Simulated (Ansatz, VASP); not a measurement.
Two plane-wave programs on Si

Contents of INCAR:

```
SYSTEM = Si
ALGO = Normal
EDIFF = 1E-7
ENCUT = 520
GGA = PE
ISIF = 2
ISMEAR = 0
LASPH = .TRUE.
LCHARG = .FALSE.
LREAL = .FALSE.
LWAVE = .FALSE.
NBANDS = 13
NELM = 60
PREC = Accurate
SIGMA = 0.1
```

KPOINTS

```
k-points
0
G
  4 4 4
  0 0 0
```

The input POSCAR:

```
Si
1.0
    3.9151014700      0.0000000000      0.0000000000
    0.0000000000      3.9151014700      0.0000000000
    0.0000000000      0.0000000000      3.9054806100
Si
3
Direct
    0.0000000000      0.5000000000      0.3989463800
    0.5000000000      0.0000000000      0.3989463800
    0.0000000000      0.0000000000      0.5583363200
```

Input for Ansatz:

```yaml
crystal:
  lattice:
    - [3.91510147, 0.0, 0.0]
    - [0.0, 3.91510147, 0.0]
    - [0.0, 0.0, 3.90548061]
  atoms:
    - { symbol: Si, position: [0.0, 0.5, 0.39894638] }
    - { symbol: Si, position: [0.5, 0.0, 0.39894638] }
    - { symbol: Si, position: [0.0, 0.0, 0.55833632] }
basis:
  ecutwfc: 420
kpoints:
  mp_grid: { grid: [4, 4, 4] }
hamiltonian:
  xc: pbe
scf:
  occupations: { method: gaussian, width: 0.1 }
  lower_state_search: "off"
output:
  forces: true
  stress: true
  eigenvalues: true
```

Alike in both runs: task single point; functional PBE; k mesh 4 × 4 × 4; occupations gaussian, width 0.1 eV; no spin polarisation.

```csv
,VASP,Ansatz
version,VASP 6.6.1,Ansatz 0.2.0
potentials or method,"VASP PAW PBE potentials, release 64 (Si), cutoff 520 eV","scalar-relativistic, plane waves, PAW"
valence electrons in the cell,12,12
```

|  | VASP | Ansatz | Ansatz less VASP |
| --- | --- | --- | --- |
| gap on the k mesh at the Fermi level (eV) | none | none | - |
| rms of the force components (eV/Å) | 2.262 | 2.271 | +0.0087 |

Atom by atom the forces differ by 0.009 eV/Å (rms over components). A gap of «none» marks a metal or a gap that the smearing closes. With one functional, cell and mesh, what is left measures potentials, basis and numerics.

The k mesh is coarse, so the values compare programs but aren't converged.
